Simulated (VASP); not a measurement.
# BaTiO3 (R3m) in VASP: a series of runs

BaTiO3 is run at these levels: r2SCAN; tasks: single point, relaxation of cell and atoms, relaxation of shape and atoms at fixed volume.

All numbers are computed with VASP 6.6.1; they aren't measurements. Logs are shortened: lines on timing, memory, paths and dates and some standing lists are left out, and cuts for length are marked.

### 1 The cell of the first run

It takes space group R3m (No. 160, trigonal). The conventional cell has a = 5.680 Å, b = 5.680 Å, c = 6.994 Å, α = 90.00°, β = 90.00°, γ = 120.00°. Ba (site symmetry 3m) has 12 O at 2.78 to 2.93 Å and 8 Ti at 3.40 to 3.59 Å within 3.7 Å. Within 2.5 Å of Ti (site symmetry 3m) lie 6 O at 1.87 to 2.16 Å. Within 2.5 Å of O (site symmetry m) lie 2 Ti at 1.87 to 2.16 Å.

### 2 Single point, r2SCAN

POSCAR reads:

```
BaTiO3
1.0
    2.8400678944      1.6397139633      2.3313668912
   -2.8400678944      1.6397139633      2.3313668912
    0.0000000000     -3.2794279267      2.3313668912
Ba Ti O
1 1 3
Direct
   -0.0031985012     -0.0031985012     -0.0031985012
    0.4833434637      0.4833434637      0.4833434637
    0.5098165604      0.5098165604      0.0194219166
    0.0194219166      0.5098165604      0.5098165604
    0.5098165604      0.0194219166      0.5098165604
```

INCAR.step1 reads:

```
PREC = Accurate
ENCUT = 520
ISMEAR = 0
SIGMA = 0.02
LREAL = F
LASPH = T
NELM = 60
NBANDS = 28
GGA = PE
ALGO = Normal
EDIFF = 1E-4
LWAVE = T
LCHARG = F
```

INCAR.step2 reads:

```
PREC = Accurate
ENCUT = 520
EDIFF = 1E-6
ISMEAR = 0
SIGMA = 0.02
LREAL = F
LASPH = T
NELM = 60
ALGO = Normal
ISIF = 2
LWAVE = F
LCHARG = F
METAGGA = R2SCAN
LMIXTAU = T
NBANDS = 28
ISTART = 1
```

KPOINTS reads:

```
Automatic mesh
0
Gamma
  6 6 6
```

Potentials or basis: VASP PAW PBE potentials, release 64 (Ba_sv, Ti_sv, O).

Run with:

```console
> cat potpaw_PBE.64/Ba_sv/POTCAR potpaw_PBE.64/Ti_sv/POTCAR potpaw_PBE.64/O/POTCAR > POTCAR
> cp INCAR.step1 INCAR
> mpirun -np 1 vasp_std > vasp.out
> cp INCAR.step2 INCAR
> mpirun -np 1 vasp_std > vasp.out
```

OUTCAR:

```text
PREC = Accurate
   ENCUT = 520
   EDIFF = 1E-6
   ISMEAR = 0
   LREAL = F
   LASPH = T
   NELM = 60
   ISIF = 2
   METAGGA = R2SCAN
   ISTART = 1

 ion  position               nearest neighbor table
   1  0.997  0.997  0.997-   3 2.78   4 2.78   5 2.78   4 2.84   5 2.84   5 2.84   4 2.84   3 2.84
                             3 2.84   3 2.93   4 2.93   5 2.93   2 3.40   2 3.45   2 3.45   2 3.45
   2  0.483  0.483  0.483-   4 1.87   5 1.87   3 1.87   5 2.16   4 2.16   3 2.16   1 3.40   1 3.45
                             1 3.45   1 3.45   1 3.51   1 3.51   1 3.51   1 3.59
   3  0.510  0.510  0.019-   2 1.87   2 2.16   1 2.78   1 2.84   1 2.84   1 2.93
   4  0.019  0.510  0.510-   2 1.87   2 2.16   1 2.78   1 2.84   1 2.84   1 2.93
   5  0.510  0.019  0.510-   2 1.87   2 2.16   1 2.78   1 2.84   1 2.84   1 2.93

  LATTYP: Found a trigonal (rhomboedric) cell.
 ALAT       =     4.0236698557
 COS(alpha) =     0.0035792531

  Lattice vectors:

 A1 = (   2.8400678944,   1.6397139633,   2.3313668912)
 A2 = (  -2.8400678944,   1.6397139633,   2.3313668912)
 A3 = (   0.0000000000,  -3.2794279267,   2.3313668912)

Analysis of symmetry for initial positions (statically):
=====================================================================
 Subroutine PRICEL returns:
 Original cell was already a primitive cell.

 Routine SETGRP: Setting up the symmetry group for a
 trigonal (rhombohedral) supercell.

 Subroutine GETGRP returns: Found  6 space group operations
 (whereof  6 operations were pure point group operations)
 out of a pool of 12 trial point group operations.

The static configuration has the point symmetry C_3v.

Analysis of symmetry for dynamics (positions and initial velocities):
=====================================================================
 Subroutine PRICEL returns:
 Original cell was already a primitive cell.

 Routine SETGRP: Setting up the symmetry group for a
 trigonal (rhombohedral) supercell.

 Subroutine GETGRP returns: Found  6 space group operations
 (whereof  6 operations were pure point group operations)
 out of a pool of 12 trial point group operations.

The dynamic configuration has the point symmetry C_3v.

 Subroutine INISYM returns: Found  6 space group operations
 (whereof  6 operations are pure point group operations),
 and found     1 'primitive' translations

----------------------------------------------------------------------------------------

[... 100 lines left out ...]
   EDIFFG = 0.1E-04   stopping-criterion for IOM
   NSW    =      0    number of steps for IOM
   IBRION =     -1    ionic relax: 0-MD 1-quasi-New 2-CG
   NFREE  =      0    steps in history (QN), initial steepest desc. (CG)
   ISIF   =      2    stress and relaxation
   ISYM   =      2    0-nonsym 1-usesym 2-fastsym
   POTIM  = 0.5000    time-step for ionic-motion
   TEBEG  =    0.0;   TEEND  =   0.0 temperature during run
   PSTRESS=    0.0 pullay stress
   NELECT =      40.0000    total number of electrons
   NUPDOWN=      -1.0000    fix difference up-down
   EMIN   =  10.00;   EMAX   =-10.00  energy-range for DOS
   EFERMI =   0.00;   METHOD = LEGACY
   ISMEAR =     0;   SIGMA  =   0.02  broadening in eV -4-tet -1-fermi 0-gaus
   EFERMI_NEDOS =   21; number of points for ismear=-14 and -15
   IALGO  =     38    algorithm
   IMIX   =      4    mixing-type and parameters
     AMIX     =   0.40;   BMIX     =  1.00
     AMIX_MAG =   1.60;   BMIX_MAG =  1.00
  volume/ion in A,a.u.               =      13.03        87.92
  Fermi-wavevector in a.u.,A,eV,Ry     =   1.391475  2.629506 26.343619  1.936201
  Thomas-Fermi vector in A             =   2.515310
   LORBIT       =      0    0 simple, 1 ext, 2 COOP (PROOUT), +10 PAW based schemes
   METAGGA = R2SCAN    functional components
   LHFCALC =     F    Hartree Fock is set to
   AEXX    =    0.0000 exact exchange contribution
   IVDW    =     0    specifies the selected vdW correction
   LEPSILON=     F    determine dielectric tensor
   LRPA    =     F    only Hartree local field effects (RPA)
 non-spin polarized calculation
 Gauss-broadening in eV      SIGMA  =   0.02
  energy-cutoff  :      520.00
  volume of cell :       65.14
 maximum number of plane-waves:      1776
 NGX is ok and might be reduce to    30
   NGX = 15   NGY = 15   NGZ = 15

 number of electron      40.0000008 magnetization

 Free energy of the ion-electron system (eV)
  ---------------------------------------------------
  ext. energy  EPLUGINS =         0.00000000
  ---------------------------------------------------
  free energy    TOTEN  =       -74.26838395 eV

  energy without entropy =      -74.26838395  energy(sigma->0) =      -74.26838395

 E-fermi :   3.4570     XC(G=0): -11.8071

 val. band max:        3.3395272390   @ k =   0.5000   0.5000   0.5000
 cond. band min:       6.1871019904   @ k =   0.0000   0.0000   0.0000
 fundamental gap:      2.8475747515
 Fermi energy:         3.4570426928

 k-point     1 :       0.0000    0.0000    0.0000
  band No.  band energies     occupation
      1     -55.1723      2.00000
      2     -30.3747      2.00000
      3     -30.3747      2.00000
      4     -30.3722      2.00000
      5     -22.1530      2.00000
      6     -14.4125      2.00000
[... 733 lines left out ...]
     27      12.0736      0.00000
     28      12.5974      0.00000

 [... further k-points ...]

------------------------ aborting loop because EDIFF is reached ----------------------------------------

  FORCE on cell =-STRESS in cart. coord.  units (eV):
  Direction    XX          YY          ZZ          XY          YZ          ZX
  --------------------------------------------------------------------------------------
  -------------------------------------------------------------------------------------
  Total        0.7958769      0.7958769      0.7424735     -0.0000000     -0.0000000      0.0000000
  in kB       19.5748206     19.5748206     18.2613487     -0.0000000     -0.0000000      0.0000000
  external PRESSURE =      19.1369966 kB  Pullay stress =       0.0000000 kB

 VOLUME and BASIS-vectors are now :
 -----------------------------------------------------------------------------
  energy-cutoff  :      520.00
  volume of cell :       65.14
      direct lattice vectors                 reciprocal lattice vectors
     2.840067894  1.639713963  2.331366891     0.176052129  0.101643744  0.142977639
    -2.840067894  1.639713963  2.331366891    -0.176052129  0.101643744  0.142977639
     0.000000000 -3.279427927  2.331366891     0.000000000 -0.203287488  0.142977639

 POSITION                                       TOTAL-FORCE (eV/Angst)
 -----------------------------------------------------------------------------------
      0.00000     -0.00000      6.97173         0.000000     -0.000000      0.030205
      0.00000     -0.00000      3.38055         0.000000     -0.000000      0.174179
      0.00000      1.60821      2.42242         0.000000      0.075730     -0.068128
     -1.39275     -0.80411      2.42242        -0.065585     -0.037865     -0.068128
      1.39275     -0.80411      2.42242         0.065585     -0.037865     -0.068128
 -----------------------------------------------------------------------------------
    total drift:                               -0.000000      0.000001     -0.004198

  FREE ENERGIE OF THE ION-ELECTRON SYSTEM (eV)
  ---------------------------------------------------
  free  energy   TOTEN  =       -74.2683839479 eV

  energy  without entropy=      -74.2683839479  energy(sigma->0) =      -74.26838395
```

OUTCAR.step1:

```text
PREC = Accurate
   ENCUT = 520
   ISMEAR = 0
   LREAL = F
[... 980 lines left out ...]
      0.00000     -0.00000      3.38055        -0.000000     -0.000000      0.128589
      0.00000      1.60821      2.42242        -0.000000      0.119512     -0.049653
     -1.39275     -0.80411      2.42242        -0.103500     -0.059756     -0.049653
      1.39275     -0.80411      2.42242         0.103500     -0.059756     -0.049653
 -----------------------------------------------------------------------------------
    total drift:                               -0.000000      0.000001      0.000914

  FREE ENERGIE OF THE ION-ELECTRON SYSTEM (eV)
  ---------------------------------------------------
  free  energy   TOTEN  =       -40.0231331564 eV

  energy  without entropy=      -40.0231331564  energy(sigma->0) =      -40.02313316
```

OSZICAR.step1:

```text
N       E                     dE             d eps       ncg     rms          rms(c)
DAV:   1     0.435843688831E+03    0.43584E+03   -0.20938E+04  1792   0.155E+03
DAV:   2    -0.578099960292E+01   -0.44162E+03   -0.42166E+03  2092   0.426E+02
DAV:   3    -0.484742018969E+02   -0.42693E+02   -0.42343E+02  2476   0.132E+02
DAV:   4    -0.505481323294E+02   -0.20739E+01   -0.20697E+01  2752   0.244E+01
DAV:   5    -0.506031545424E+02   -0.55022E-01   -0.55015E-01  2396   0.315E+00    0.237E+01
DAV:   6    -0.402337925207E+02    0.10369E+02   -0.55483E+01  2688   0.683E+01    0.102E+01
DAV:   7    -0.402050841380E+02    0.28708E-01   -0.11432E+01  2452   0.253E+01    0.728E+00
DAV:   8    -0.400190260909E+02    0.18606E+00   -0.60174E-01  2224   0.723E+00    0.379E+00
DAV:   9    -0.400504779782E+02   -0.31452E-01   -0.37892E-01  2668   0.550E+00    0.160E+00
DAV:  10    -0.400272217692E+02    0.23256E-01   -0.16869E-01  2132   0.426E+00    0.585E-01
DAV:  11    -0.400231736950E+02    0.40481E-02   -0.20046E-02  2176   0.875E-01    0.143E-01
DAV:  12    -0.400233812873E+02   -0.20759E-03   -0.25155E-03  2360   0.470E-01    0.141E-01
DAV:  13    -0.400231269330E+02    0.25435E-03   -0.94285E-04  1992   0.326E-01    0.175E-02
DAV:  14    -0.400231331564E+02   -0.62234E-05   -0.37000E-05  1224   0.450E-02
   1 F= -.40023133E+02 E0= -.40023133E+02  d E =-.491683E-13
```

Run time: 5.9 min. Hardware: 1 thread of Intel Xeon 8259CL, shared host; peak memory 0.21 GiB.

What came out:

```yaml
Free_energy: -74.2684 eV
Pressure: 1.9 GPa
Largest_force: 0.174 eV/Å
Band_gap_on_the_k_mesh: 2.85 eV (least direct gap 3.31 eV)
```

Forces on the atoms (eV/Å):
```
Ba   0.000  0.000  0.030
Ti   0.000  0.000  0.174
O    0.000  0.076 -0.068
O   -0.066 -0.038 -0.068
O    0.066 -0.038 -0.068
```

Caveat: the PAW data sets were made with another functional, which shifts forces and pressure a little; spin-orbit coupling is left out, which moves the levels of the heavy elements.

### 3 Relaxation of cell and atoms, r2SCAN

This run uses another cell than the first one, of 12.84 Å³/atom.

POSCAR reads:

```
BaTiO3
1.0
    2.8273666084      1.6323808724      2.3183934932
   -2.8273666084      1.6323808724      2.3183934932
    0.0000000000     -3.2647617449      2.3183934932
Ba Ti O
1 1 3
Direct
    0.0000000000      0.0000000000      0.0000000000
    0.4845000000      0.4845000000      0.4845000000
    0.5086000000      0.5086000000      0.0175000000
    0.0175000000      0.5086000000      0.5086000000
    0.5086000000      0.0175000000      0.5086000000
```

INCAR.step1 reads:

```
SYSTEM = BaTiO3
PREC = Accurate
ENCUT = 600
ISMEAR = 0
SIGMA = 0.02
LREAL = .False.
LASPH = .True.
NELM = 100
GGA = PE
ALGO = Normal
EDIFF = 1E-4
LWAVE = .True.
LCHARG = .False.
```

INCAR.step2 reads:

```
SYSTEM = BaTiO3
PREC = Accurate
ENCUT = 600
EDIFF = 1E-7
ISMEAR = 0
SIGMA = 0.02
LREAL = .False.
LASPH = .True.
NELM = 100
ALGO = Normal
ISIF = 3
LWAVE = .False.
LCHARG = .False.
METAGGA = R2SCAN
LMIXTAU = .True.
IBRION = 2
NSW = 100
EDIFFG = -0.005
ISTART = 1
```

KPOINTS reads:

```
regular mesh
0
Gamma
  6 6 6
  0 0 0
```

Potentials or basis: VASP PAW PBE potentials, release 64 (Ba_sv, Ti_sv, O).

Run with:

```console
> cat potpaw_PBE.64/Ba_sv/POTCAR potpaw_PBE.64/Ti_sv/POTCAR potpaw_PBE.64/O/POTCAR > POTCAR
> cp INCAR.step1 INCAR
> mpirun -np 1 vasp_std > vasp.out
> cp INCAR.step2 INCAR
> mpirun -np 1 vasp_std > vasp.out
```

Run time: 16 min. Hardware: 1 thread of Intel Xeon Platinum 8259CL at 2.50GHz (Skylake/Cascade Lake), shared host; peak memory 0.24 GiB.

It converged, with:

* Free energy: -74.2794 eV
* Relaxed volume: 13.14 Å³/atom
* Relaxed cell: a = 4.035 Å, b = 4.035 Å, c = 4.035 Å, α = 89.81°, β = 89.81°, γ = 89.81°
* Space group after relaxing (to 0.1 Å): R3m (No. 160)
* Energy gained by relaxing: 3.4 meV/atom
* Ionic steps: 11
* Pressure after relaxing: 0.0 GPa
* Band gap on the k mesh: 2.77 eV (least direct gap 3.21 eV)

The path:
| step | energy change (eV) | largest force (eV/Å) | pressure (GPa) | volume (Å³) |
| --- | --- | --- | --- | --- |
| 1 | 0.0000 | 0.2542 | 3.77 | 64.20 |
| 2 | 0.0091 | 0.3087 | -4.27 | 67.05 |
| 3 | -0.0155 | 0.0907 | 0.03 | 65.44 |
| 4 | -0.0155 | 0.0912 | 0.10 | 65.41 |
| 5 | -0.0162 | 0.0628 | 0.09 | 65.48 |
| 6 | -0.0167 | 0.0408 | 0.07 | 65.58 |
| 7 | -0.0169 | 0.0300 | -0.07 | 65.66 |
| 8 | -0.0169 | 0.0239 | -0.15 | 65.71 |
| 9 | -0.0169 | 0.0248 | 0.21 | 65.62 |
| 10 | -0.0170 | 0.0010 | 0.04 | 65.66 |
| 11 | -0.0170 | 0.0010 | 0.00 | 65.68 |

Final structure:
```
Ba Ti O
1.0
     2.84836    1.64450    2.33706
    -2.84836    1.64450    2.33706
     0.00000   -3.28900    2.33706
Ba Ti O
1 1 3
Direct
  0.99753 0.99753 0.99753
  0.48425 0.48425 0.48425
  0.50933 0.50933 0.01878
  0.01878 0.50933 0.50932
  0.50933 0.01878 0.50932
```

Levels at points of the mesh, in eV from the valence-band top:
```csv
k point,band 16,band 17,band 18,band 19,band 20,band 21,band 22,band 23,band 24
"(0.00, 0.00, 0.00)",-1.32,-1.06,-0.56,-0.45,-0.45,2.77,2.77,2.90,4.68
"(0.50, 0.00, 0.00)",-2.04,-1.66,-1.58,-0.99,-0.88,2.92,4.07,4.18,4.65
"(0.50, 0.50, 0.00)",-2.63,-1.68,-0.92,-0.87,-0.09,4.14,4.15,4.50,5.26
"(0.50, 0.50, 0.50)",-2.41,-2.37,-0.02,-0.02,0.00,4.60,4.76,4.76,7.14
```

Caveat: the PAW data sets were made with another functional, which shifts forces and pressure a little; spin-orbit coupling is left out, which moves the levels of the heavy elements. A k mesh can miss the band edges.

### 4 Relaxation of shape and atoms at fixed volume, r2SCAN (13.42 Å³/atom)

This run uses another cell than the first one, of 13.42 Å³/atom.

POSCAR reads:

```
BaTiO3
1.0
    2.8681892073      1.6559498109      2.3544512330
   -2.8681892073      1.6559498109      2.3544512330
    0.0000000000     -3.3118996219      2.3544512330
Ba Ti O
1 1 3
Direct
   -0.0031985012     -0.0031985012     -0.0031985012
    0.4833434637      0.4833434637      0.4833434637
    0.5098165604      0.5098165604      0.0194219166
    0.0194219166      0.5098165604      0.5098165604
    0.5098165604      0.0194219166      0.5098165604
```

INCAR.step1 reads:

```
PREC = Accurate
ENCUT = 600
ISMEAR = 0
SIGMA = 0.02
LREAL = F
LASPH = T
NELM = 100
GGA = PE
ALGO = Normal
EDIFF = 1E-4
LWAVE = T
LCHARG = F
```

INCAR.step2 reads:

```
PREC = Accurate
ENCUT = 600
EDIFF = 1E-6
ISMEAR = 0
SIGMA = 0.02
LREAL = F
LASPH = T
NELM = 100
ALGO = Normal
ISIF = 4
LWAVE = F
LCHARG = F
METAGGA = R2SCAN
LMIXTAU = T
IBRION = 2
NSW = 50
EDIFFG = -0.01
ISTART = 1
```

KPOINTS reads:

```
regular mesh
0
Gamma
  6 6 6
```

Run with:

```console
> cat potpaw_PBE.64/Ba_sv/POTCAR potpaw_PBE.64/Ti_sv/POTCAR potpaw_PBE.64/O/POTCAR > POTCAR
> cp INCAR.step1 INCAR
> mpirun -np 1 vasp_std > vasp.out
> cp INCAR.step2 INCAR
> mpirun -np 1 vasp_std > vasp.out
```

Wall time 7.5 min (1 thread of Intel Xeon Platinum 8259CL at 2.50GHz (Skylake/Cascade Lake), shared host); peak memory 0.24 GiB.

Results (log left out):

```
Free energy                  : -74.2750 eV
Energy gained by relaxing    : 0.6 meV/atom
Ionic steps                  : 7
Pressure after relaxing      : -2.3 GPa
Largest force after relaxing : 0.009 eV/Å
Band gap on the k mesh       : 2.90 eV (least direct gap 3.43 eV)
```

Forces in eV/Å, atoms in the order of the input:
```
Ba   0.000  0.000 -0.009
Ti   0.000  0.000  0.005
O    0.000 -0.002  0.001
O    0.002  0.001  0.001
O   -0.002  0.001  0.001
```

The path:
```tsv
step	energy change (eV)	largest force (eV/Å)	pressure (GPa)	volume (Å³)
1	0.0000	0.1676	-3.21	67.10
2	-0.0028	0.0637	-2.59	67.10
3	-0.0030	0.0306	-2.40	67.10
4	-0.0030	0.0260	-2.38	67.10
5	-0.0031	0.0206	-2.33	67.10
6	-0.0031	0.0165	-2.30	67.10
7	-0.0031	0.0092	-2.30	67.10
```

Final structure:
```cif
data_structure
_symmetry_space_group_name_H-M 'P 1'
_symmetry_Int_Tables_number 1
_cell_length_a 4.0635
_cell_length_b 4.0635
_cell_length_c 4.0635
_cell_angle_alpha 89.751
_cell_angle_beta 89.751
_cell_angle_gamma 89.751
_cell_volume 67.10
loop_
_atom_site_label
_atom_site_type_symbol
_atom_site_fract_x
_atom_site_fract_y
_atom_site_fract_z
_atom_site_occupancy
Ba1 Ba 0.99638 0.99638 0.99638 1
Ti1 Ti 0.48143 0.48143 0.48143 1
O1 O 0.50990 0.50990 0.02160 1
O2 O 0.02160 0.50990 0.50990 1
O3 O 0.50990 0.02160 0.50990 1
```

Levels at points of the mesh, in eV from the valence-band top:
```
           k point  band 18  band 19  band 20  band 21  band 22  band 23
(0.00, 0.00, 0.00)    -0.65    -0.53    -0.53     2.90     2.90     3.04
(0.50, 0.00, 0.00)    -1.52    -1.04    -0.91     3.04     4.07     4.20
(0.50, 0.50, 0.00)    -0.93    -0.86    -0.09     4.15     4.17     4.49
(0.50, 0.50, 0.50)    -0.03    -0.03     0.00     4.53     4.74     4.74
```

Caveat: the PAW data sets were made with another functional, which shifts forces and pressure a little; spin-orbit coupling is left out, which moves the levels of the heavy elements. A k mesh can miss the band edges.

### 5 The runs side by side

| task | cell | cutoff (eV) | gap on the mesh (eV) | pressure (GPa) | largest force (eV/Å) |
| --- | --- | --- | --- | --- | --- |
| single point | a = 4.024 Å, angles 89.8°, 5 atoms, atomic positions A | 520 | 2.85 | 1.9 | 0.17 |
| relaxation of cell and atoms | relaxed from a = 4.004 Å, angles 89.8°, 5 atoms, atomic positions B | 600 | 2.77 | 0.0 | - |
| relaxation of shape and atoms at fixed volume | relaxed from a = 4.064 Å, angles 89.8°, 5 atoms, atomic positions A | 600 | 2.90 | -2.3 | 0.01 |

Alike in all rows: level r2SCAN; potentials or basis VASP PAW PBE potentials, release 64 (Ba_sv, Ti_sv, O); no spin polarisation; k mesh 6 × 6 × 6; smearing gaussian 0.02 eV.

Caveats: the PAW data sets were made with another functional, which shifts forces and pressure a little; spin-orbit coupling is left out, which moves the levels of the heavy elements.

Total energies depend on the potentials used, so only differences within one code and one set of settings carry meaning.
